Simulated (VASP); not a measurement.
Re: relaxation of cell and atoms with LDA

The system is Re.

```
CELL_PARAMETERS angstrom
-1.54500 1.54500 1.54500
1.54500 -1.54500 1.54500
1.54500 1.54500 -1.54500
ATOMIC_POSITIONS crystal
Re 0.00000 0.00000 0.00000
```

This isn't the form of Re at room conditions, which is hcp.

```json
{"Program": "VASP 6.6.1", "Task": "relaxation of cell and atoms", "Functional": "LDA", "Potentials or basis": "VASP PAW LDA potentials, release 64 (Re)", "Cutoff": "600 eV", "k mesh": "10 × 10 × 10", "Occupations": "gaussian, width 0.05 eV", "Spin": "no spin polarisation", "Dipole correction": "no", "Further INCAR settings": "ALGO = Normal; EDIFF = 1e-07; IBRION = 2; EDIFFG = -0.01; NSW = 80; ISIF = 3"}
```

- Relaxed volume: 14.51 Å³/atom
- Relaxed cell: a = 2.661 Å, b = 2.661 Å, c = 2.661 Å, α = 109.47°, β = 109.47°, γ = 109.47°
- Space group after relaxing (to 0.1 Å): Im-3m (No. 229)
- Energy gained by relaxing: 4.9 meV/atom
- Ionic steps: 4
- Pressure after relaxing: 0.0 GPa
- Band gap on the k mesh: zero (an odd number of electrons rules out a gap without spin polarisation)

Step by step:
```tsv
step	energy change (eV)	largest force (eV/Å)	pressure (GPa)	volume (Å³)
1	0.0000	0.0000	-6.44	14.75
2	0.0908	0.0000	33.13	13.52
3	-0.0049	0.0000	-0.21	14.52
4	-0.0049	0.0000	-0.04	14.51
```

Final structure:
```
Re
1.0
    -1.53651    1.53651    1.53651
     1.53651   -1.53651    1.53651
     1.53651    1.53651   -1.53651
Re
1
Cartesian
  -1.5365 1.5365 1.5365
```

Levels at points of the mesh, in eV from the Fermi level:
```csv
k point,band 1,band 2,band 3,band 4,band 5,band 6,band 7
"(0.00, 0.00, 0.00)",-10.73,-2.70,-2.70,-2.70,0.82,0.82,15.72
"(0.50, 0.00, 0.00)",-7.56,-5.01,0.22,0.73,1.63,4.73,10.41
"(0.50, 0.50, 0.50)",-7.23,-7.23,3.75,3.75,3.75,8.27,8.27
```

Wall time 7.2 s on 1 thread of Intel(R) Xeon(R) 6975P-C (Granite Rapids), with other jobs on the host, peak memory 0.14 GiB.

Caveat: spin-orbit coupling is left out, which moves the levels of the heavy elements.
